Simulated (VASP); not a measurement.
Wanted: the native input for a VASP 6.6.1 run.

```
Task                   : single point
Functional             : PBE
Potentials or basis    : VASP PAW PBE potentials, release 64 (P)
Cutoff                 : 520 eV
k mesh                 : 17 × 17 × 17
Occupations            : fermi-dirac, width 0.1 eV
Spin                   : no spin polarisation
Dipole correction      : no
Further INCAR settings : ALGO = Normal; EDIFF = 1e-06; NBANDS = 8
```

The structure of P lies in POSCAR:

```
P
1.0
    2.2199874622      0.0000000000      0.0000000000
    0.0000000000      2.2199874622      0.0000000000
    0.0000000000      0.0000000000      2.2199874622
P
1
Direct
    0.0000000000      0.0000000000      0.0000000000
```

This cell differs from its parent crystal: volume scaled by 0.75.

These files were run (other wordings do the same):

INCAR

```
ALGO = Normal
EDIFF = 1E-6
ENCUT = 520
GGA = PE
ISIF = 2
ISMEAR = -1
LASPH = True
LCHARG = False
LREAL = False
LWAVE = False
NBANDS = 8
NELM = 60
PREC = Accurate
SIGMA = 0.1
```

KPOINTS

```
k-points
0
Gamma
  17 17 17
```

Potentials or basis: VASP PAW PBE potentials, release 64 (P).

Run with:

```console
$ cat potpaw_PBE.64/P/POTCAR > POTCAR
$ mpirun -np 1 vasp_std > vasp.out
```

Results of the run:

```
Pressure : 61.6 GPa
```

Run time: 8.1 s on 1 thread of Intel Xeon 6975P-C, with other jobs on the host, peak memory 0.12 GiB.
